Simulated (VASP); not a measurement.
Write the native input for VASP 6.6.1 that does the following.

```yaml
Task: single point
Functional: LDA
Potentials_or_basis: VASP PAW LDA potentials, release 64 (C)
Cutoff: 520 eV
k_mesh: 16 × 16 × 16
Occupations: gaussian, width 0.03 eV
Spin: no spin polarisation
Dipole_correction: no
Further_INCAR_settings: ALGO = Normal; EDIFF = 1e-06; NBANDS = 11
```

The structure of C lies in POSCAR:

```
C
1.0
   -0.1007924773      2.1166507492      3.3597492418
    1.1219921904      0.0000000000      3.3230657018
    1.2227846677      2.1166507492     -0.0366835400
C
2
Direct
    0.1667065656      0.8332934344      0.1667065656
    0.8332934344      0.1667065656      0.8332934344
```

This cell differs from its parent crystal: strain -0.0600 x Voigt [0, 0, 0, 0, 1, 0].

The input as run:

INCAR

```
ALGO = Normal
EDIFF = 1E-6
ENCUT = 520
GGA = CA
ISIF = 2
ISMEAR = 0
LASPH = True
LCHARG = True
LELF = True
LREAL = False
LVHAR = True
LWAVE = False
NBANDS = 11
NELM = 60
PREC = Accurate
SIGMA = 0.03
```

KPOINTS

```
k-points
0
Gamma
  16 16 16
```

Potentials or basis: VASP PAW LDA potentials, release 64 (C).

The run is started by

```bash
$ cat potpaw_LDA.64/C/POTCAR > POTCAR
$ mpirun -np 1 vasp_std > vasp.out
```

It gave:

- Pressure: 0.7 GPa
- Largest force: 0.018 eV/Å

Caveat: the cell differs from its parent crystal (strain -0.0600 x Voigt [0, 0, 0, 0, 1, 0]).

Run time: 3.2 min on 1 thread of Intel(R) Xeon(R) Platinum 8375C CPU @ 2.90GHz (Ice Lake), with other jobs on the host, peak memory 0.26 GiB.
